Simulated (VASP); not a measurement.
## CoO: single point with r2SCAN

The system is CoO.

```xyz
2
Lattice="0.0000 2.1468 2.1468 2.1468 0.0000 2.1468 2.1468 2.1468 0.0000" Properties=species:S:1:pos:R:3 pbc="T T T"
Co    0.0000    0.0000    0.0000
O     2.1468    2.1468    2.1468
```

```yaml
Program: VASP 6.6.1
Task: single point
Functional: r2SCAN
Potentials_or_basis: VASP PAW PBE potentials, release 64 (Co, O)
Cutoff: 660 eV
k_mesh: 16 × 16 × 16
Occupations: gaussian, width 0.1 eV
Spin: collinear spin, ferromagnetic start
Starting_moments: "[2.86, 0.34] μB"
```

```yaml
Pressure: -11.4 GPa
Band_gap_on_the_k_mesh: zero (filled and empty bands overlap)
Net_moment: 3.00 μB per cell
Site_moments: Co +2.69; O +0.28 μB
Valence_electrons_inside_the_program's_atomic_spheres: Co 7.73; O 5.02
```

Levels at points of the mesh, in eV from the Fermi level:
Spin up:
```
           k point  band 5  band 6  band 7  band 8  band 9  band 10  band 11  band 12  band 13  band 14
(0.00, 0.00, 0.00)   -3.57   -3.57   -3.17   -3.17   -3.17     1.27    17.46    18.48    18.48    18.48
(0.50, 0.00, 0.00)   -2.96   -2.96   -2.32   -0.37   -0.37     5.53     9.78    13.96    13.96    20.81
(0.50, 0.50, 0.00)   -4.30   -3.70   -3.23   -2.69   -2.69     6.20    10.41    11.91    16.38    16.38
```
Spin down:
```
           k point  band 2  band 3  band 4  band 5  band 6  band 7  band 8  band 9  band 10  band 11
(0.00, 0.00, 0.00)   -2.47   -2.47   -2.47   -1.06   -1.06   -1.06    1.07    1.07     2.05    17.77
(0.50, 0.00, 0.00)   -7.49   -4.41   -4.41   -0.10   -0.10    0.19    3.59    3.59     5.98    10.93
(0.50, 0.50, 0.00)   -6.31   -3.75   -3.75   -2.09    0.09    0.09    1.56    1.98     7.29    11.19
```

Run time: 21 min on 1 thread of Oxide Virtual Turin-like Processor (shared host), peak memory 0.23 GiB.

Caveat: the cell stands under tension; the PAW data sets were made with another functional, which shifts forces and pressure a little; a cell with one magnetic atom can't hold antiferromagnetic order, which such compounds often take; semilocal functionals often make such compounds metallic where correlation or magnetic order opens a gap, which also shifts bond lengths. With open d or f shells a metallic result of r2SCAN can be an artefact of self-interaction; +U or a hybrid may open a gap.
